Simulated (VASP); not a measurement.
# MgO (I4mm) in VASP: further runs, part 2 of 2

VASP 6.6.1.

**6. Single point, PBEsol**

This run uses another cell than the first one, of 9.84 Å³/atom, 1.051 times its volume.

INCAR reads:

```
SYSTEM = MgO
PREC = Accurate ; ENCUT = 520
EDIFF = 1E-7 ; ISMEAR = 0
SIGMA = 0.05 ; LREAL = .False.
LASPH = .True. ; NELM = 60
ALGO = Normal ; ISIF = 2
LWAVE = .False. ; LCHARG = .True.
GGA = PS ; LELF = .True.
LVHAR = .True. ; NBANDS = 11
```

KPOINTS reads:

```
regular mesh
0
Gamma
  10 10 10
  0 0 0
```

POSCAR reads:

```
MgO
1.0
    0.0000000000      2.1427928167      2.1427928167
    2.1427928167      0.0000000000      2.1427928167
    2.1427928167      2.1427928167      0.0000000000
Mg O
1 1
Direct
    0.0252360405      0.0252360405     -0.0252360405
    0.4616624812      0.4616624812      0.5383375188
```

Potentials or basis: VASP PAW PBE potentials, release 64 (Mg, O).

On the command line:

```console
cat potpaw_PBE.64/Mg/POTCAR potpaw_PBE.64/O/POTCAR > POTCAR
mpirun -np 1 vasp_std > vasp.out
```

OUTCAR:

```text
SYSTEM = MgO
   PREC = Accurate
   ENCUT = 520
   EDIFF = 1E-7
   ISMEAR = 0
   LREAL = .False.
   LASPH = .True.
   NELM = 60
   ISIF = 2
   GGA = PS

 ion  position               nearest neighbor table
   1  0.025  0.025  0.975-   2 1.87   2 2.16   2 2.16   2 2.16   2 2.16   2 2.42
   2  0.462  0.462  0.538-   1 1.87   1 2.16   1 2.16   1 2.16   1 2.16   1 2.42

  LATTYP: Found a face centered cubic cell.
 ALAT       =     4.2855856334

  Lattice vectors:

 A1 = (   0.0000000000,   2.1427928167,   2.1427928167)
 A2 = (   2.1427928167,   0.0000000000,   2.1427928167)
 A3 = (   2.1427928167,   2.1427928167,   0.0000000000)

Analysis of symmetry for initial positions (statically):
=====================================================================
 Subroutine PRICEL returns:
 Original cell was already a primitive cell.

 Routine SETGRP: Setting up the symmetry group for a
 face centered cubic supercell.

 Subroutine GETGRP returns: Found  8 space group operations
 (whereof  8 operations were pure point group operations)
 out of a pool of 48 trial point group operations.

The static configuration has the point symmetry C_4v.

Analysis of symmetry for dynamics (positions and initial velocities):
=====================================================================
 Subroutine PRICEL returns:
 Original cell was already a primitive cell.

 Routine SETGRP: Setting up the symmetry group for a
 face centered cubic supercell.

 Subroutine GETGRP returns: Found  8 space group operations
 (whereof  8 operations were pure point group operations)
 out of a pool of 48 trial point group operations.

The dynamic configuration has the point symmetry C_4v.

 Subroutine INISYM returns: Found  8 space group operations
 (whereof  8 operations are pure point group operations),
 and found     1 'primitive' translations

----------------------------------------------------------------------------------------

                                     Primitive cell

  volume of cell :      19.6775

[... 117 lines left out ...]
   LEPSILON=     F    determine dielectric tensor
   LRPA    =     F    only Hartree local field effects (RPA)
 non-spin polarized calculation
 Gauss-broadening in eV      SIGMA  =   0.05
  energy-cutoff  :      520.00
  volume of cell :       19.68
 maximum number of plane-waves:       544
   NGX = 11   NGY = 11   NGZ = 11

 number of electron       8.0000001 magnetization

 Free energy of the ion-electron system (eV)
  ---------------------------------------------------
  ext. energy  EPLUGINS =         0.00000000
  ---------------------------------------------------
  free energy    TOTEN  =       -12.28574768 eV

  energy without entropy =      -12.28574768  energy(sigma->0) =      -12.28574768

 E-fermi :   2.8220     XC(G=0): -11.0344

 val. band max:        2.6251325712   @ k =   0.0000   0.0000   0.0000
 cond. band min:       6.7669714163   @ k =   0.0000   0.0000   0.0000
 fundamental gap:      4.1418388451
 Fermi energy:         2.8220098777

 k-point     1 :       0.0000    0.0000    0.0000
  band No.  band energies     occupation
      1     -14.2926      2.00000
      2       2.5363      2.00000
      3       2.6251      2.00000
      4       2.6251      2.00000
      5       6.7670      0.00000
      6      18.1485      0.00000
      7      18.2907      0.00000
      8      18.2907      0.00000
      9      21.5882      0.00000
     10      23.6099      0.00000
     11      23.7503      0.00000
[... 309 lines left out ...]
 k-point    24 :       0.0000   -0.1000    0.1000
  band No.  band energies     occupation
      1     -14.0433      2.00000
      2       1.2522      2.00000
      3       2.3141      2.00000
      4       2.5081      2.00000
      5       8.1765      0.00000
      6      15.7863      0.00000
      7      18.3392      0.00000
      8      18.9051      0.00000
      9      21.7593      0.00000
     10      22.9827      0.00000
     11      24.5248      0.00000

 [... further k-points ...]

------------------------ aborting loop because EDIFF is reached ----------------------------------------

  FORCE on cell =-STRESS in cart. coord.  units (eV):
  Direction    XX          YY          ZZ          XY          YZ          ZX
  --------------------------------------------------------------------------------------
  -------------------------------------------------------------------------------------
  Total       -1.0758010     -1.0758010      1.7993749      0.0000000     -0.0000000      0.0000000
  in kB      -87.5935251    -87.5935251    146.5081174      0.0000000     -0.0000000      0.0000000
  external PRESSURE =      -9.5596443 kB  Pullay stress =       0.0000000 kB

 VOLUME and BASIS-vectors are now :
 -----------------------------------------------------------------------------
  energy-cutoff  :      520.00
  volume of cell :       19.68
      direct lattice vectors                 reciprocal lattice vectors
     0.000000000  2.142792817  2.142792817    -0.233340338  0.233340338  0.233340338
     2.142792817  0.000000000  2.142792817     0.233340338 -0.233340338  0.233340338
     2.142792817  2.142792817  0.000000000     0.233340338  0.233340338 -0.233340338

 POSITION                                       TOTAL-FORCE (eV/Angst)
 -----------------------------------------------------------------------------------
      2.14279      2.14279      0.10815         0.000000      0.000000     -1.852667
      2.14279      2.14279      1.97849         0.000000      0.000000      1.852667
 -----------------------------------------------------------------------------------
    total drift:                               -0.000000     -0.000000      0.000354

  FREE ENERGIE OF THE ION-ELECTRON SYSTEM (eV)
  ---------------------------------------------------
  free  energy   TOTEN  =       -12.2857476765 eV

  energy  without entropy=      -12.2857476765  energy(sigma->0) =      -12.28574768
```

stdout:

```text
POSCAR found type information on POSCAR MgO
 POSCAR found :  2 types and       2 ions
 scaLAPACK will be used
 -----------------------------------------------------------------------------
|                                                                             |
|                                                                             |
|     You enforced a specific xc type in the INCAR file but a different       |
|     I HOPE YOU KNOW WHAT YOU ARE DOING!                                     |
|                                                                             |
 -----------------------------------------------------------------------------

 LDA part: xc-table for (Slater+PW92), standard interpolation
 POSCAR, INCAR and KPOINTS ok, starting setup
 FFT: planning ... GRIDC
 FFT: planning ... GRID_SOFT
 FFT: planning ... GRID
 WAVECAR not read
 entering main loop
```

Run time: 16 s. Hardware: 1 thread of AMD EPYC 9R45 (Zen 5), shared host; peak memory 0.12 GiB.

Results:

```
Free energy            : -12.2857 eV
Pressure               : -1.0 GPa
Largest force          : 1.853 eV/Å
Band gap on the k mesh : 4.14 eV, direct
```

Forces on the atoms (eV/Å):
```
Mg   0.000  0.000 -1.853
O    0.000  0.000  1.853
```

Caveat: the PAW data sets were made with another functional, which shifts forces and pressure a little. PBEsol gaps usually lie below the measured ones, often by a third to a half.
